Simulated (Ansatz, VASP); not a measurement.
**One calculation of Li4SiN2, two programs**

File INCAR:

```
SYSTEM = Li4SiN2
ALGO = Normal ; EDIFF = 1E-7
EDIFFG = -0.08 ; ENCUT = 600
GGA = PE ; IBRION = 2
ISIF = 3 ; ISMEAR = 0
LASPH = .True. ; LCHARG = .False.
LREAL = .False. ; LWAVE = .False.
NELM = 60 ; NSW = 36
PREC = Accurate ; SIGMA = 0.2
```

File KPOINTS:

```
k-points
0
Gamma
  6 6 4
  0 0 0
```

The input POSCAR:

```
Li4SiN2
1.0
    5.7614169700     -1.3186512300      0.0000000000
    5.7614169700      1.3186512300      0.0000000000
   -1.6997358000      0.0000000000      4.4755344900
Li Si N
4 1 2
Direct
    0.6238440300      0.6238440300      0.9652119900
    0.3761559700      0.3761559700      0.0347880100
    0.1520200100      0.1520200100      0.4900620000
    0.8479799900      0.8479799900      0.5099380000
    0.5000000000      0.5000000000      0.5000000000
    0.2451790000      0.2451790000      0.1933300000
    0.7548210000      0.7548210000      0.8066700000
```

Input for Ansatz:

```yaml
crystal:
  lattice:
    - [5.76141697, -1.31865123, 0.0]
    - [5.76141697, 1.31865123, 0.0]
    - [-1.6997358, 0.0, 4.47553449]
  atoms:
    - { symbol: Li, position: [0.62384403, 0.62384403, 0.96521199] }
    - { symbol: Li, position: [0.37615597, 0.37615597, 0.03478801] }
    - { symbol: Li, position: [0.15202001, 0.15202001, 0.490062] }
    - { symbol: Li, position: [0.84797999, 0.84797999, 0.509938] }
    - { symbol: Si, position: [0.5, 0.5, 0.5] }
    - { symbol: "N", position: [0.245179, 0.245179, 0.19333] }
    - { symbol: "N", position: [0.754821, 0.754821, 0.80667] }
basis:
  ecutwfc: 420
kpoints:
  mp_grid: { grid: [6, 6, 4] }
hamiltonian:
  xc: pbe
scf:
  occupations: { method: gaussian, width: 0.2 }
  lower_state_search: "off"
output:
  forces: true
  stress: true
  eigenvalues: true
relax:
  adjacent_minimum: "off"
  f_tol: 0.08
  max_steps: 16
  cell: { stress_tol: 0.8 }
```

Change from the starting cell: species swapped into the LiCr2S4 type (C2/m, No. 12).

Alike in both runs: task relaxation of cell and atoms; functional PBE; k mesh 6 × 6 × 4; occupations gaussian, width 0.2 eV; no spin polarisation.

```csv
,VASP,Ansatz
version,VASP 6.6.1,Ansatz 0.2.0
potentials or method,"VASP PAW PBE potentials, release 64 (Li_sv, Si, N), cutoff 600 eV","scalar-relativistic, plane waves, PAW"
valence electrons in the cell,26,26
```

```tsv
	VASP	Ansatz	Ansatz less VASP
gap on the k mesh at the Fermi level, each at its own relaxed structure (eV)	none	none	-
relaxed volume (Å³/atom)	11.48	12.15	+0.666
relaxed length of the cell vector where the two differ most in proportion (Å)	5.493	5.597	+0.1041
```

A gap of «none» marks a metal or a gap that the smearing closes. One of these differences is far larger than is usual between the two programs; its cause wasn't traced.

The k mesh is coarse, so the values compare programs but aren't converged. Noted on VASP's run: the cutoff is under 1.25 times that of the potentials, so the pressure is a little rough; the volume moved by over 15 % at a fixed basis, so the end points are rough.
